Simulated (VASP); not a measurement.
Here is a VASP 6.6.1 calculation.

Contents of INCAR:

```
PREC = Accurate
ENCUT = 520
EDIFF = 1E-6
ISMEAR = -1
SIGMA = 0.05
LREAL = False
LASPH = True
NELM = 80
ALGO = Normal
ISIF = 2
LWAVE = False
LCHARG = False
GGA = RE
NBANDS = 21
```

The input KPOINTS:

```
regular mesh
0
Gamma
  5 5 5
```

File POSCAR:

```
Ge
1.0
    0.0000000000      2.8289100000      2.8289100000
    2.8289100000      0.0000000000      2.8289100000
    2.8289100000      2.8289100000      0.0000000000
Ge
2
Direct
    0.7500000000      0.7500000000      0.7500000000
    0.5000000000      0.5000000000      0.5000000000
```

Potentials or basis: VASP PAW PBE potentials, release 64 (Ge_d).

Run with:

```bash
$ cat potpaw_PBE.64/Ge_d/POTCAR > POTCAR
$ mpirun -np 1 vasp_std > vasp.out
```

(1) Estimate the pressure.

(2) Predict the band gap on the k mesh.

## Answers

(1) 4.9 GPa.

(2) 0.12 eV, direct.

Caveat: the PAW data sets were made with another functional, which shifts forces and pressure a little.
